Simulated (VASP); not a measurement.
# BN (BN (110), 1 layers) in VASP: a series of runs, part 2 of 2

VASP 6.6.1.

## 4. Single point, PBE

Input file INCAR:

```
SYSTEM = BN
PREC     = Accurate       ! precision mode
ENCUT    = 520            ! plane-wave cutoff, eV
EDIFF    = 1E-6           ! SCF threshold, eV
ISMEAR   = -1             ! smearing method
SIGMA    = 0.02           ! smearing width, eV
LREAL    = .FALSE.        ! projectors in reciprocal space
LASPH    = .TRUE.         ! aspherical terms in the spheres
NELM     = 60             ! most SCF steps
ALGO     = Normal         ! electronic algorithm
ISIF     = 2              ! what is computed and relaxed
LWAVE    = .FALSE.        ! write WAVECAR
LCHARG   = .FALSE.        ! write CHGCAR
LDIPOL   = .TRUE.       
IDIPOL   = 3            
DIPOL    = 0.5 0.5 0.500
GGA      = PE             ! functional
NBANDS   = 11             ! bands
EFIELD   = -0.1
```

Input file KPOINTS:

```
regular mesh
0
G
  12 8 1
  0 0 0
```

Input file POSCAR:

```
BN
1.0
    2.5630581740      0.0000000000      0.0000000000
    0.0000000000      3.6247116308      0.0000000000
    0.0000000000      0.0000000000     16.0000000000
B N
1 1
Direct
    0.2500000000      0.1250000000      0.5000000000
    0.7500000000      0.8750000000      0.5000000000
```

Potentials or basis: VASP PAW PBE potentials, release 64 (B, N).

Command:

```console
$ cat potpaw_PBE.64/B/POTCAR potpaw_PBE.64/N/POTCAR > POTCAR
$ mpirun -np 1 vasp_std > vasp.out
```

OUTCAR:

```text
SYSTEM = BN
   PREC = Accurate
   ENCUT = 520
   EDIFF = 1E-6
   ISMEAR = -1
   LREAL = .FALSE.
   LASPH = .TRUE.
   NELM = 60
   ISIF = 2
   GGA = PE

 ion  position               nearest neighbor table
   1  0.250  0.125  0.500-   2 1.57   2 1.57
   2  0.750  0.875  0.500-   1 1.57   1 1.57

  LATTYP: Found a simple orthorhombic cell.
 ALAT       =     2.5630581740
 B/A-ratio  =     1.4142135624
 C/A-ratio  =     6.2425426634

  Lattice vectors:

 A1 = (   2.5630581740,   0.0000000000,   0.0000000000)
 A2 = (   0.0000000000,   3.6247116308,   0.0000000000)
 A3 = (   0.0000000000,   0.0000000000,  16.0000000000)

Analysis of symmetry for initial positions (statically):
=====================================================================
 Subroutine PRICEL returns:
 Original cell was already a primitive cell.

 Routine SETGRP: Setting up the symmetry group for a
 simple orthorhombic supercell.

 Subroutine GETGRP returns: Found  4 space group operations
 (whereof  2 operations were pure point group operations)
 out of a pool of  8 trial point group operations.

The static configuration has the point symmetry C_1h.
 The point group associated with its full space group is C_2v.

Analysis of symmetry for dynamics (positions and initial velocities):
=====================================================================
 An external electric field (EFIELD) may reduce the allowed symmetry operations
 Subroutine PRICEL returns:
 Original cell was already a primitive cell.

 Routine SETGRP: Setting up the symmetry group for a
 simple orthorhombic supercell.

 Subroutine GETGRP returns: Found  2 space group operations
 (whereof  1 operations were pure point group operations)
 out of a pool of  8 trial point group operations.

The dynamic configuration has the point symmetry C_1 .
 The point group associated with its full space group is C_1h.

 Subroutine INISYM returns: Found  2 space group operations
[... 128 lines left out ...]
 non-spin polarized calculation
  energy-cutoff  :      520.00
  volume of cell :      148.65
 maximum number of plane-waves:      4030
 NGX is ok and might be reduce to    20
   NGX =  9   NGY = 13   NGZ = 59

 number of electron       8.0000000 magnetization

 dipolmoment           0.000000      0.000000     -0.010732 electrons x Angstroem

 Free energy of the ion-electron system (eV)
  ---------------------------------------------------
  ext. energy  EPLUGINS =         0.00000000
  ---------------------------------------------------
  free energy    TOTEN  =       -12.71548790 eV

  energy without entropy =      -12.71397439  energy(sigma->0) =      -12.71473114

 E-fermi :  -4.7558     XC(G=0):  -2.2394

 val. band max:       -4.7638410781   @ k =   0.1667   0.0000   0.0000
 cond. band min:      -4.7504105806   @ k =   0.5000   0.2500   0.0000
 fundamental gap:      0.0134304975
 Fermi energy:        -4.7558067787

 k-point     1 :       0.0000    0.0000    0.0000
  band No.  band energies     occupation
      1     -19.9513      2.00000
      2      -7.8448      2.00000
      3      -7.7087      2.00000
      4      -6.5713      2.00000
      5      -5.1539      2.00000
      6       0.3547      0.00000
      7       0.6704      0.00000
      8       1.4455      0.00000
      9       1.7722      0.00000
     10       3.3982      0.00000
     11       3.8371      0.00000
[... 309 lines left out ...]
 k-point    24 :       0.1667    0.3750    0.0000
  band No.  band energies     occupation
      1     -19.4238      2.00000
      2      -9.5569      2.00000
      3      -8.0491      2.00000
      4      -6.9947      2.00000
      5      -2.2764      0.00000
      6      -0.3261      0.00000
      7       2.6076      0.00000
      8       3.3566      0.00000
      9       3.7388      0.00000
     10       5.1333      0.00000
     11       5.2893      0.00000

 [... further k-points ...]

------------------------ aborting loop because EDIFF is reached ----------------------------------------

 vacuum level on the upper side and lower side of the slab       (xc-potential included)         0.547        -0.815

  FORCE on cell =-STRESS in cart. coord.  units (eV):
  Direction    XX          YY          ZZ          XY          YZ          ZX
  --------------------------------------------------------------------------------------
  -------------------------------------------------------------------------------------
  Total       -5.8483550     -8.8148383     -0.0153763      0.0000000      0.0000008      0.0000000
  in kB      -63.0365448    -95.0108104     -0.1657341      0.0000000      0.0000090      0.0000000
  external PRESSURE =     -52.7376964 kB  Pullay stress =       0.0000000 kB

 VOLUME and BASIS-vectors are now :
 -----------------------------------------------------------------------------
  energy-cutoff  :      520.00
  volume of cell :      148.65
      direct lattice vectors                 reciprocal lattice vectors
     2.563058174  0.000000000  0.000000000     0.390158916  0.000000000  0.000000000
     0.000000000  3.624711631  0.000000000     0.000000000  0.275884016  0.000000000
     0.000000000  0.000000000 16.000000000     0.000000000  0.000000000  0.062500000

 POSITION                                       TOTAL-FORCE (eV/Angst)
 -----------------------------------------------------------------------------------
      0.64076      0.45309      8.00000         0.000000     -8.190957      0.022244
      1.92229      3.17162      8.00000         0.000000      8.190957     -0.022244
 -----------------------------------------------------------------------------------
    total drift:                                0.000000     -0.000007     -0.000010

  FREE ENERGIE OF THE ION-ELECTRON SYSTEM (eV)
  ---------------------------------------------------
  free  energy   TOTEN  =       -12.7154879007 eV

  energy  without entropy=      -12.7139743892  energy(sigma->0) =      -12.71473114

 vacuum level on the upper side and lower side of the slab         1.762         0.386
```

Wall time 98 s (1 thread of Intel Xeon 8259CL, shared host); peak memory 0.26 GiB.

Results:

| Property | Result |
| --- | --- |
| Free energy | -12.7155 eV |
| Largest force | 8.191 eV/Å |
| Band gap on the k mesh | zero (band 4 reaches -4.66 eV, above the bottom of band 5 at -5.15 eV) |

Forces on the atoms (eV/Å):
```
B    0.000 -8.191  0.022
N    0.000  8.191 -0.022
```
